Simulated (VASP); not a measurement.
PtS2:

```
Pt S
1.0
     3.47087    0.00000    0.00000
    -1.73543    3.00586    0.00000
     0.00000    0.00000    4.93594
Pt S
1 2
Direct
  0.00000 0.00000 0.00000
  0.66667 0.33333 0.77300
  0.33333 0.66667 0.22700
```

This cell differs from its parent crystal: volume scaled by 0.94.

Base run:

* Program: VASP 6.6.1
* Functional: PBEsol
* Potentials or basis: VASP PAW PBE potentials, release 64 (Pt, S)
* Cutoff: 520 eV
* k mesh: 9 × 9 × 5
* Occupations: fermi-dirac, width 0.05 eV
* Spin: no spin polarisation

Its results: band gap on the k mesh 1.02 eV, indirect (least direct gap 1.07 eV); pressure 18.1 GPa; largest force 1.982 eV/Å.

Question: The run is repeated on the same cell with these changes: functional from PBEsol to r2SCAN. What comes out?

Answer: Band gap on the k mesh 1.27 eV, indirect (least direct gap 1.33 eV); pressure 21.9 GPa; largest force 2.277 eV/Å.

r2SCAN gives the wider gap, since meta-GGAs in the generalised Kohn-Sham scheme recover part of the derivative discontinuity.

Caveats: the PAW data sets were made with another functional, which shifts forces and pressure a little; spin-orbit coupling is left out, which moves the levels of the heavy elements.

A k mesh can miss the band edges.
